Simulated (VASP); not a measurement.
# YHg2 (P6/mmm) in VASP: further runs

The runs below take YHg2 through single point, relaxation of shape and atoms at fixed volume, with LDA.

All numbers are computed with VASP 6.6.1; they aren't measurements. Logs are shortened: lines on timing, memory, paths and dates and some standing lists are left out, and cuts for length are marked.

## (1) The cell of the first run

It takes space group P6/mmm (No. 191, hexagonal). The conventional cell has a = 4.774 Å, b = 4.774 Å, c = 3.312 Å, α = 90.00°, β = 90.00°, γ = 120.00°. Y (site symmetry 6/mmm) has 12 Hg at 3.22 Å and 2 Y at 3.31 Å within 4.2 Å. Hg (site symmetry -6m2) has 5 Hg at 2.76 to 3.31 Å and 6 Y at 3.22 Å within 3.6 Å.

## (2) Single point, LDA (21.80 Å³/atom)

INCAR

```
SYSTEM = YHg2
ALGO = Fast
EDIFF = 1E-7
ENCUT = 520
GGA = CA
ISIF = 2
ISMEAR = -1
LASPH = .TRUE.
LCHARG = .FALSE.
LREAL = .FALSE.
LWAVE = .FALSE.
NBANDS = 24
NELM = 100
PREC = Accurate
SIGMA = 0.15
```

KPOINTS

```
k-points
0
G
  12 12 12
  0 0 0
```

POSCAR

```
YHg2
1.0
    4.7742807989      0.0000000000      0.0000000000
   -2.3871403994      4.1346484566      0.0000000000
    0.0000000000      0.0000000000      3.3123965331
Y Hg
1 2
Direct
    0.0000000000      0.0000000000      0.0000000000
    0.3333333333      0.6666666667      0.5000000000
    0.6666666667      0.3333333333      0.5000000000
```

Potentials or basis: VASP PAW LDA potentials, release 64 (Y_sv, Hg).

Started as:

```bash
> cat potpaw_LDA.64/Y_sv/POTCAR potpaw_LDA.64/Hg/POTCAR > POTCAR
> mpirun -np 1 vasp_std > vasp.out
```

OUTCAR:

```text
SYSTEM = YHg2
   EDIFF = 1E-7
   ENCUT = 520
   GGA = CA
   ISIF = 2
   ISMEAR = -1
   LASPH = .TRUE.
   LREAL = .FALSE.
   NELM = 100
   PREC = Accurate

 ion  position               nearest neighbor table
   1  0.000  0.000  0.000-   2 3.22   3 3.22   2 3.22   3 3.22   2 3.22   2 3.22   3 3.22   3 3.22
                             3 3.22   3 3.22   2 3.22   2 3.22
   2  0.333  0.667  0.500-   3 2.76   3 2.76   3 2.76   1 3.22   1 3.22   1 3.22   1 3.22   1 3.22
                             1 3.22
   3  0.667  0.333  0.500-   2 2.76   2 2.76   2 2.76   1 3.22   1 3.22   1 3.22   1 3.22   1 3.22
                             1 3.22

  LATTYP: Found a hexagonal cell.
 ALAT       =     4.7742807989
 C/A-ratio  =     0.6938001078

  Lattice vectors:

 A1 = (   4.7742807989,   0.0000000000,   0.0000000000)
 A2 = (  -2.3871403994,   4.1346484566,   0.0000000000)
 A3 = (   0.0000000000,   0.0000000000,   3.3123965331)

Analysis of symmetry for initial positions (statically):
=====================================================================
 Subroutine PRICEL returns:
 Original cell was already a primitive cell.

 Routine SETGRP: Setting up the symmetry group for a
 hexagonal supercell.

 Subroutine GETGRP returns: Found 24 space group operations
 (whereof 24 operations were pure point group operations)
 out of a pool of 24 trial point group operations.

The static configuration has the point symmetry D_6h.

Analysis of symmetry for dynamics (positions and initial velocities):
=====================================================================
 Subroutine PRICEL returns:
 Original cell was already a primitive cell.

 Routine SETGRP: Setting up the symmetry group for a
 hexagonal supercell.

 Subroutine GETGRP returns: Found 24 space group operations
 (whereof 24 operations were pure point group operations)
 out of a pool of 24 trial point group operations.

The dynamic configuration has the point symmetry D_6h.

 Subroutine INISYM returns: Found 24 space group operations
 (whereof 24 operations are pure point group operations),
 and found     1 'primitive' translations

----------------------------------------------------------------------------------------

                                     Primitive cell

  volume of cell :      65.3866

  direct lattice vectors                    reciprocal lattice vectors
     4.774280799  0.000000000  0.000000000     0.209455632  0.120929265  0.000000000
    -2.387140399  4.134648457  0.000000000     0.000000000  0.241858531  0.000000000
     0.000000000  0.000000000  3.312396533     0.000000000  0.000000000  0.301896222

  length of vectors
     4.774280799  4.774280799  3.312396533     0.241858531  0.241858531  0.301896222

  position of ions in fractional coordinates (direct lattice)
     0.000000000  0.000000000  0.000000000
     0.333333333  0.666666667  0.500000000
     0.666666667  0.333333333  0.500000000

  ion indices of the primitive-cell ions
   primitive index   ion index
                 1           1
                 2           2
                 3           3

----------------------------------------------------------------------------------------

 KPOINTS: k-points

Automatic generation of k-mesh.
 Grid dimensions read from file:
 generate k-points for:   12   12   12

 Generating k-lattice:

  Cartesian coordinates                     Fractional coordinates (reciprocal lattice)
     0.017454636  0.010077439  0.000000000     0.083333333 -0.000000000  0.000000000
     0.000000000  0.020154878  0.000000000     0.000000000  0.083333333  0.000000000
     0.000000000  0.000000000  0.025158019     0.000000000  0.000000000  0.083333333

  Length of vectors
     0.020154878  0.020154878  0.025158019

  Shift w.r.t. Gamma in fractional coordinates (k-lattice)
     0.000000000  0.000000000  0.000000000

 Subroutine IBZKPT returns following result:
 ===========================================

 Found    133 irreducible k-points:

 Following reciprocal coordinates:
            Coordinates               Weight
  0.000000  0.000000  0.000000      1.000000
  0.083333  0.000000  0.000000      6.000000
  0.166667  0.000000  0.000000      6.000000
  0.250000  0.000000  0.000000      6.000000
  0.333333  0.000000  0.000000      6.000000
  0.416667  0.000000  0.000000      6.000000
[... 16 lines left out ...]
  0.250000  0.000000  0.083333     12.000000
  0.333333  0.000000  0.083333     12.000000
 [... further k-points ...]
   k-points           NKPTS =    133   k-points in BZ     NKDIM =    133   number of bands    NBANDS=     24
   number of dos      NEDOS =    301   number of ions     NIONS =      3
   total plane-waves  NPLWV =  36288
   dimension x,y,z NGX =    36 NGY =   36 NGZ =   28
   dimension x,y,z NGXF=    72 NGYF=   72 NGZF=   56
   ions per type =               1   2
   NGX,Y,Z   is equivalent  to a cutoff of  12.54, 12.54, 14.05 a.u.
   NGXF,Y,Z  is equivalent  to a cutoff of  25.07, 25.07, 28.11 a.u.
[... 37 lines left out ...]
   AEXX    =    0.0000 exact exchange contribution
   IVDW    =     0    specifies the selected vdW correction
   LEPSILON=     F    determine dielectric tensor
   LRPA    =     F    only Hartree local field effects (RPA)
 non-spin polarized calculation
 RMM-DIIS sequential band-by-band and
  energy-cutoff  :      520.00
  volume of cell :       65.39
 maximum number of plane-waves:      1778
 NGX is ok and might be reduce to    36
   NGX = 17   NGY = 17   NGZ = 13

 number of electron      35.0000005 magnetization

 Free energy of the ion-electron system (eV)
  ---------------------------------------------------
  ext. energy  EPLUGINS =         0.00000000
  ---------------------------------------------------
  free energy    TOTEN  =       -10.68836402 eV

  energy without entropy =      -10.55985794  energy(sigma->0) =      -10.62411098

 E-fermi :   4.4359     XC(G=0): -11.5422

 val. band max:        4.4305631911   @ k =   0.2500   0.0833   0.0833
 cond. band min:       4.4470743906   @ k =   0.3333   0.0833   0.3333
 fundamental gap:      0.0165111995
 Fermi energy:         4.4359360948

 k-point     1 :       0.0000    0.0000    0.0000
  band No.  band energies     occupation
      1     -38.2940      2.00000
      2     -18.4602      2.00000
      3     -18.4602      2.00000
      4     -18.1132      2.00000
      5      -5.1525      2.00000
      6      -4.0978      2.00000
[... 16 lines left out ...]
     23       9.1908      0.00000
     24      10.2597      0.00000

 k-point     2 :       0.0833    0.0000    0.0000
  band No.  band energies     occupation
      1     -38.2939      2.00000
      2     -18.4629      2.00000
      3     -18.4604      2.00000
      4     -18.1133      2.00000
      5      -5.0784      2.00000
      6      -4.0821      2.00000
[... 16 lines left out ...]
     23       8.9042      0.00000
     24      10.5654      0.00000

 k-point     3 :       0.1667    0.0000    0.0000
  band No.  band energies     occupation
      1     -38.2937      2.00000
      2     -18.4700      2.00000
      3     -18.4610      2.00000
      4     -18.1135      2.00000
      5      -4.8702      2.00000
      6      -4.0396      2.00000
[... 16 lines left out ...]
     23       8.2887      0.00000
     24      11.2796      0.00000

 k-point     4 :       0.2500    0.0000    0.0000
  band No.  band energies     occupation
      1     -38.2933      2.00000
      2     -18.4797      2.00000
      3     -18.4619      2.00000
      4     -18.1139      2.00000
      5      -4.5848      2.00000
      6      -4.0980      2.00000
[... 16 lines left out ...]
     23       8.2761      0.00000
     24      12.1705      0.00000

 k-point     5 :       0.3333    0.0000    0.0000
  band No.  band energies     occupation
      1     -38.2930      2.00000
      2     -18.4891      2.00000
      3     -18.4627      2.00000
      4     -18.1142      2.00000
      5      -4.4126      2.00000
      6      -4.1543      2.00000
[... 451 lines left out ...]
 k-point    22 :       0.1667    0.0000    0.0833
  band No.  band energies     occupation
      1     -38.2897      2.00000
      2     -18.4644      2.00000
      3     -18.4558      2.00000
      4     -18.1595      2.00000
      5      -4.8137      2.00000
      6      -3.9541      2.00000
[... 16 lines left out ...]
     23       9.0386      0.00000
     24      10.1989      0.00000

 k-point    23 :       0.2500    0.0000    0.0833
  band No.  band energies     occupation
      1     -38.2894      2.00000
      2     -18.4737      2.00000
      3     -18.4567      2.00000
      4     -18.1596      2.00000
      5      -4.5587      2.00000
      6      -4.0786      2.00000
[... 16 lines left out ...]
     23       8.6728      0.00000
     24      10.9066      0.00000

 k-point    24 :       0.3333    0.0000    0.0833
  band No.  band energies     occupation
      1     -38.2891      2.00000
      2     -18.4829      2.00000
      3     -18.4577      2.00000
      4     -18.1596      2.00000
      5      -4.4119      2.00000
      6      -4.1361      2.00000
[... 16 lines left out ...]
     23       8.8869      0.00000
     24      11.6415      0.00000

 [... further k-points ...]
[... 5 lines left out ...]
  --------------------------------------------------------------------------------------
  -------------------------------------------------------------------------------------
  Total        1.1012221      1.1012221      0.8102138      0.0000000     -0.0000000     -0.0000000
  in kB       26.9833978     26.9833978     19.8527807      0.0000000     -0.0000000     -0.0000000
  external PRESSURE =      24.6065254 kB  Pullay stress =       0.0000000 kB

 VOLUME and BASIS-vectors are now :
 -----------------------------------------------------------------------------
  energy-cutoff  :      520.00
  volume of cell :       65.39
      direct lattice vectors                 reciprocal lattice vectors
     4.774280799  0.000000000  0.000000000     0.209455632  0.120929265  0.000000000
    -2.387140399  4.134648457  0.000000000     0.000000000  0.241858531  0.000000000
     0.000000000  0.000000000  3.312396533     0.000000000  0.000000000  0.301896222

 POSITION                                       TOTAL-FORCE (eV/Angst)
 -----------------------------------------------------------------------------------
      0.00000      0.00000      0.00000         0.000000      0.000000      0.000000
     -0.00000      2.75643      1.65620         0.000000      0.000000     -0.000000
      2.38714      1.37822      1.65620        -0.000000      0.000000      0.000000
 -----------------------------------------------------------------------------------
    total drift:                                0.000000      0.000000     -0.000000

  FREE ENERGIE OF THE ION-ELECTRON SYSTEM (eV)
  ---------------------------------------------------
  free  energy   TOTEN  =       -10.6883640220 eV

  energy  without entropy=      -10.5598579409  energy(sigma->0) =      -10.62411098
```

Wall time 3 min (1 thread of AMD EPYC 9R45 (Zen 5), shared host); peak memory 0.3 GiB.

Results:

* Free energy: -10.6884 eV
* Pressure: 2.5 GPa
* Band gap on the k mesh: zero (an odd number of electrons rules out a gap without spin polarisation)

Stress tensor (GPa, compression positive):
```
2.70 0.00 0.00
0.00 2.70 0.00
0.00 0.00 1.99
```

Levels at points of the mesh, in eV from the Fermi level:
| k point | band 14 | band 15 | band 16 | band 17 | band 18 | band 19 | band 20 | band 21 |
| --- | --- | --- | --- | --- | --- | --- | --- | --- |
| (0.00, 0.00, 0.00) | -6.89 | -6.89 | -1.19 | -1.19 | -0.29 | 0.32 | 3.79 | 3.79 |
| (0.50, 0.00, 0.00) | -6.73 | -6.12 | -5.56 | -0.77 | -0.53 | 1.48 | 2.02 | 2.82 |
| (0.00, 0.00, 0.50) | -6.29 | -4.87 | -3.74 | 0.98 | 0.98 | 2.58 | 2.58 | 3.22 |
| (0.50, 0.00, 0.50) | -6.32 | -4.47 | -2.88 | -1.59 | -0.92 | -0.88 | 2.93 | 3.15 |

Caveat: spin-orbit coupling is left out, which moves the levels of the heavy elements.

## (3) Single point, LDA

This run uses another cell than the first one, of 22.24 Å³/atom.

INCAR

```
SYSTEM = YHg2
PREC = Accurate ; ENCUT = 520
EDIFF = 1E-7 ; ISMEAR = -1
SIGMA = 0.15 ; LREAL = .False.
LASPH = .True. ; NELM = 80
ALGO = Fast ; ISIF = 2
LWAVE = .False. ; LCHARG = .False.
NBANDS = 24
```

KPOINTS

```
regular mesh
0
Gamma
  12 12 12
  0 0 0
```

POSCAR

```
YHg2
1.0
    4.7902528099      0.0000000000      0.0000000000
   -2.3951264050      4.1484806239      0.0000000000
    0.0000000000      0.0000000000      3.3574943764
Y Hg
1 2
Direct
    0.0000000000      0.0000000000      0.0000000000
    0.3333333333      0.6666666667      0.5000000000
    0.6666666667      0.3333333333      0.5000000000
```

Potentials or basis: VASP PAW LDA potentials, release 64 (Y_sv, Hg).

Started as:

```bash
> cat potpaw_LDA.64/Y_sv/POTCAR potpaw_LDA.64/Hg/POTCAR > POTCAR
> mpirun -np 1 vasp_std > vasp.out
```

Run time: 2.9 min. Hardware: 1 thread of AMD EPYC 9R45 (Zen 5), shared host; peak memory 0.31 GiB.

It converged, with:

```yaml
Free_energy: -10.7004 eV
Pressure: 0.8 GPa
Band_gap_on_the_k_mesh: zero (an odd number of electrons rules out a gap without spin polarisation)
```

Stress tensor (GPa, compression positive):
```
0.99 0.00 0.00
0.00 0.99 0.00
0.00 0.00 0.31
```

Levels at points of the mesh, in eV from the Fermi level:
| k point | band 14 | band 15 | band 16 | band 17 | band 18 | band 19 | band 20 | band 21 |
| --- | --- | --- | --- | --- | --- | --- | --- | --- |
| (0.00, 0.00, 0.00) | -6.86 | -6.86 | -1.11 | -1.11 | -0.25 | 0.34 | 3.66 | 3.66 |
| (0.50, 0.00, 0.00) | -6.69 | -6.03 | -5.52 | -0.72 | -0.50 | 1.50 | 2.02 | 2.68 |
| (0.00, 0.00, 0.50) | -6.30 | -4.94 | -3.67 | 0.99 | 0.99 | 2.51 | 2.51 | 3.09 |
| (0.50, 0.00, 0.50) | -6.31 | -4.50 | -2.94 | -1.53 | -0.89 | -0.85 | 2.87 | 3.07 |

Caveat: spin-orbit coupling is left out, which moves the levels of the heavy elements.

## (4) Single point, LDA (22.69 Å³/atom)

This run uses another cell than the first one, of 22.69 Å³/atom.

INCAR

```
SYSTEM = YHg2
PREC = Accurate ; ENCUT = 520
EDIFF = 1E-6 ; ISMEAR = -1
SIGMA = 0.15 ; LREAL = .False.
LASPH = .True. ; NELM = 100
ALGO = Fast ; ISIF = 2
LWAVE = .False. ; LCHARG = .False.
GGA = CA ; NBANDS = 24
```

KPOINTS is that of step 3.

POSCAR

```
YHg2
1.0
    4.8058516485      0.0000000000      0.0000000000
   -2.4029258243      4.1619896144      0.0000000000
    0.0000000000      0.0000000000      3.4024489150
Y Hg
1 2
Direct
    0.0000000000      0.0000000000      0.0000000000
    0.3333333333      0.6666666667      0.5000000000
    0.6666666667      0.3333333333      0.5000000000
```

Started as:

```bash
> cat potpaw_LDA.64/Y_sv/POTCAR potpaw_LDA.64/Hg/POTCAR > POTCAR
> mpirun -np 1 vasp_std > vasp.out
```

It took 2.6 min on 1 thread of AMD EPYC 9R45 (Zen 5), shared host; peak memory 0.31 GiB.

Results (log left out):

| Quantity | Value |
| --- | --- |
| Free energy | -10.6990 eV |
| Pressure | -0.8 GPa |
| Band gap on the k mesh | zero (an odd number of electrons rules out a gap without spin polarisation) |

Stress tensor (GPa, compression positive):
```
-0.55  0.00  0.00
 0.00 -0.55  0.00
 0.00  0.00 -1.20
```

Levels at points of the mesh, in eV from the Fermi level:
```tsv
k point	band 13	band 14	band 15	band 16	band 17	band 18	band 19	band 20	band 21	band 22
(0.00, 0.00, 0.00)	-7.44	-6.84	-6.84	-1.04	-1.04	-0.21	0.36	3.54	3.54	4.65
(0.50, 0.00, 0.00)	-6.68	-6.64	-5.95	-5.49	-0.68	-0.48	1.52	2.01	2.55	3.63
(0.00, 0.00, 0.50)	-7.05	-6.30	-5.02	-3.62	1.00	1.00	2.43	2.43	2.97	3.24
(0.50, 0.00, 0.50)	-6.55	-6.29	-4.52	-3.00	-1.48	-0.87	-0.82	2.82	3.00	4.01
```

Caveat: spin-orbit coupling is left out, which moves the levels of the heavy elements.

## (5) Relaxation of shape and atoms at fixed volume, LDA (21.80 Å³/atom)

INCAR

```
SYSTEM = YHg2
  ALGO = Fast
  EDIFF = 1E-7
  EDIFFG = -0.001
  ENCUT = 600
  GGA = CA
  IBRION = 2
  ISIF = 4
  ISMEAR = -1
  LASPH = .TRUE.
  LCHARG = .FALSE.
  LREAL = .FALSE.
  LWAVE = .FALSE.
  NELM = 100
  NSW = 80
  PREC = Accurate
  SIGMA = 0.15
```

KPOINTS

```
k-points
0
G
  12 12 12
  0 0 0
```

POSCAR

```
YHg2
1.0
    4.7581024935      0.0000000000      0.0000000000
   -2.3790512467      4.1206376332      0.0000000000
    0.0000000000      0.0000000000      3.3349601782
Y Hg
1 2
Direct
    0.0000000000      0.0000000000      0.0000000000
    0.3333333333      0.6666666667      0.5000000000
    0.6666666667      0.3333333333      0.5000000000
```

Started as:

```bash
> cat potpaw_LDA.64/Y_sv/POTCAR potpaw_LDA.64/Hg/POTCAR > POTCAR
> mpirun -np 1 vasp_std > vasp.out
```

Run time: 8.2 min. Hardware: 1 thread of AMD EPYC 9R45 (Zen 5), shared host; peak memory 0.35 GiB.

Results (log left out):

```yaml
Free_energy: -10.6892 eV
Energy_gained_by_relaxing: 1.3 meV/atom
Ionic_steps: 3
Pressure_after_relaxing: 2.3 GPa
Band_gap_on_the_k_mesh: zero (an odd number of electrons rules out a gap without spin polarisation)
```

The path:
| step | energy change (eV) | largest force (eV/Å) | pressure (GPa) | volume (Å³) |
| --- | --- | --- | --- | --- |
| 1 | 0.0000 | 0.0000 | 2.81 | 65.39 |
| 2 | -0.0031 | 0.0000 | 2.52 | 65.39 |
| 3 | -0.0039 | 0.0000 | 2.28 | 65.39 |

Final structure:
```xyz
3
Lattice="4.7882 0.0000 0.0000 -2.3941 4.1467 0.0000 0.0000 0.0000 3.2932" Properties=species:S:1:pos:R:3 pbc="T T T"
Y     0.0000    0.0000    0.0000
Hg    0.0000    2.7644    1.6466
Hg    2.3941    1.3822    1.6466
```

Levels at points of the mesh, in eV from the Fermi level:
| k point | band 14 | band 15 | band 16 | band 17 | band 18 | band 19 | band 20 | band 21 |
| --- | --- | --- | --- | --- | --- | --- | --- | --- |
| (0.00, 0.00, 0.00) | -6.89 | -6.89 | -1.22 | -1.22 | -0.31 | 0.24 | 3.84 | 3.84 |
| (0.50, 0.00, 0.00) | -6.73 | -6.12 | -5.58 | -0.79 | -0.56 | 1.43 | 1.99 | 2.90 |
| (0.00, 0.00, 0.50) | -6.28 | -4.80 | -3.72 | 0.94 | 0.94 | 2.60 | 2.60 | 3.30 |
| (0.50, 0.00, 0.50) | -6.32 | -4.43 | -2.83 | -1.59 | -0.91 | -0.88 | 2.93 | 3.14 |

Caveat: spin-orbit coupling is left out, which moves the levels of the heavy elements.

## (6) Summary

| task | cell | cutoff (eV) | gap on the mesh (eV) | pressure (GPa) |
| --- | --- | --- | --- | --- |
| single point | a = 4.774, b = 4.774, c = 3.312 Å, angles 90.0, 90.0, 120.0°, 3 atoms | 520 | none | 2.5 |
| single point | a = 4.790, b = 4.790, c = 3.357 Å, angles 90.0, 90.0, 120.0°, 3 atoms | 520 | none | 0.8 |
| single point | a = 4.806, b = 4.806, c = 3.402 Å, angles 90.0, 90.0, 120.0°, 3 atoms | 520 | none | -0.8 |
| relaxation of shape and atoms at fixed volume | relaxed from a = 4.758, b = 4.758, c = 3.335 Å, angles 90.0, 90.0, 120.0°, 3 atoms | 600 | none | 2.3 |

Alike in all rows: level LDA; potentials or basis VASP PAW LDA potentials, release 64 (Y_sv, Hg); no spin polarisation; k mesh 12 × 12 × 12; smearing fermi-dirac 0.15 eV.

Caveats: spin-orbit coupling is left out, which moves the levels of the heavy elements.

Total energies depend on the potentials used, so only differences within one code and one set of settings carry meaning.

The gap in the log of VASP goes by the Fermi energy; the results here count the filled bands.